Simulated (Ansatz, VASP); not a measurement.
**HfC: VASP beside Ansatz**

The input POSCAR:

```
HfC
1.0
   -1.3966732300      2.4971805100      1.8473367300
    1.3966732300     -2.4971805100      1.8473367300
    1.3966732300      2.4971805100     -1.8473367300
Hf C
1 1
Direct
    0.9847118300      0.9847118300      0.0000000000
    0.6794548300      0.1794548300      0.5000000000
```

Contents of INCAR.step1:

```
SYSTEM = HfC
PREC = Accurate ; ENCUT = 520
ISMEAR = -1 ; SIGMA = 0.05
LREAL = .FALSE. ; LASPH = .TRUE.
NELM = 60 ; NBANDS = 14
GGA = PE ; ALGO = Normal
EDIFF = 1E-4 ; LWAVE = .TRUE.
LCHARG = .FALSE.
```

INCAR.step2

```
SYSTEM = HfC
PREC = Accurate ; ENCUT = 520
EDIFF = 1E-6 ; ISMEAR = -1
SIGMA = 0.05 ; LREAL = .FALSE.
LASPH = .TRUE. ; NELM = 60
ALGO = Normal ; ISIF = 2
LWAVE = .FALSE. ; LCHARG = .FALSE.
METAGGA = R2SCAN ; LMIXTAU = .TRUE.
NBANDS = 14 ; ISTART = 1
```

File KPOINTS:

```
regular mesh
0
G
  12 12 12
  0 0 0
```

File input.yaml:

```yaml
crystal:
  lattice:
    - [-1.39667323, 2.49718051, 1.84733673]
    - [1.39667323, -2.49718051, 1.84733673]
    - [1.39667323, 2.49718051, -1.84733673]
  atoms:
    - { symbol: Hf, position: [0.98471183, 0.98471183, 0.0] }
    - { symbol: C, position: [0.67945483, 0.17945483, 0.5] }
hamiltonian:
  xc: r2scan
  pseudopotentials: { kind: paw }
kpoints:
  mp_grid: { grid: [12, 12, 12] }
  band_path:
    path:
      - [[0.0, 0.0, 0.0], [0.3282041416, -0.3282041416, -0.3282041416], [0.2150186852, -0.4413895981, -0.2150186852], [0.0, -0.5, 0.0], [-0.25, -0.25, -0.25], [0.0, 0.0, -0.5], [-0.3282041416, 0.3282041416, -0.6717958584], [-0.5, 0.5, -0.5], [0.0, 0.0, 0.0], [-0.3868145435, -0.3868145435, 0.3868145435], [-0.5, 0.0, 0.0], [-0.25, -0.25, -0.25]]
      - [[-0.2150186852, -0.5586104019, 0.2150186852], [-0.3868145435, -0.3868145435, 0.3868145435]]
      - [[-0.6131854565, 0.3868145435, -0.3868145435], [-0.5, 0.5, -0.5]]
    npoints: 14
scf:
  occupations: { method: fermi_dirac, width: 0.05 }
  n_extra_bands: 6
output:
  forces: true
  stress: true
  eigenvalues: true
  fatbands: true
```

Alike in both runs: functional r2SCAN; k mesh 12 × 12 × 12; occupations fermi-dirac, width 0.05 eV; no spin polarisation.

|  | VASP | Ansatz |
| --- | --- | --- |
| version | VASP 6.6.1 | Ansatz 0.2.0 |
| potentials or method | VASP PAW PBE potentials, release 64 (Hf_pv, C) | Ansatz PAW |
| plane-wave cutoff (eV) | 520 | 500 |
| valence electrons in the cell | 14 | 30 |
| task | single point | band structure |

Ansatz gave:

```
gap on the k mesh at the Fermi level (eV) : 0.60
least direct gap on the mesh (eV)         : 1.04
rms of the force components (eV/Å)        : 6.509
```

Which values does VASP return?

gap on the k mesh at the Fermi level (eV): 0.61; least direct gap on the mesh (eV): 1.06; rms of the force components (eV/Å): 6.689.

VASP's potentials were made for PBE, not for r2SCAN. Atom by atom the forces differ by 0.180 eV/Å (rms over components). VASP's potentials hold 14 valence electrons a cell and Ansatz's 30, so a difference there can come from the potentials and not from the codes.

Neither program's run includes spin-orbit coupling.
